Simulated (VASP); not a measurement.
Here is a VASP 6.6.1 calculation.

The input INCAR:

```
  PREC = Accurate
  ENCUT = 500
  EDIFF = 1E-6
  ISMEAR = 1
  SIGMA = 0.01
  LREAL = False
  LASPH = True
  NELM = 200
  ALGO = Normal
  ISIF = 2
  LWAVE = False
  LCHARG = False
  MAGMOM = 0 0 0 0 0 0
  LORBIT = 11
  LSORBIT = True
  GGA_COMPAT = False
  LORBMOM = True
  LMAXMIX = 4
  LDAU = True
  LDAUTYPE = 2
  LDAUL = 2 -1
  LDAUU = 1 0
  LDAUJ = 0 0
  LDAUPRINT = 1
  NBANDS = 30
```

KPOINTS

```
Automatic mesh
0
Gamma
  6 6 6
```

POSCAR

```
AgBr
1.0
    0.0000000000      2.8115590699      2.8115590699
    2.8115590699      0.0000000000      2.8115590699
    2.8115590699      2.8115590699      0.0000000000
Ag Br
1 1
Direct
    0.0000000000      0.0000000000      0.0000000000
    0.5000000000      0.5000000000      0.5000000000
```

Potentials or basis: VASP PAW LDA potentials, release 64 (Ag, Br).

Command:

```bash
$ cat potpaw_LDA.64/Ag/POTCAR potpaw_LDA.64/Br/POTCAR > POTCAR
$ mpirun -np 1 vasp_ncl > vasp.out
```

What does it give for the pressure?

-1.2 GPa.

Estimate the net moment.

0.00 μB per cell.

Moments on the atoms (μB; x, y, z):
```
Ag  0.00 0.00 0.00
Br  0.00 0.00 0.00
```

 The state reached can hang on the start; a lower one may exist.
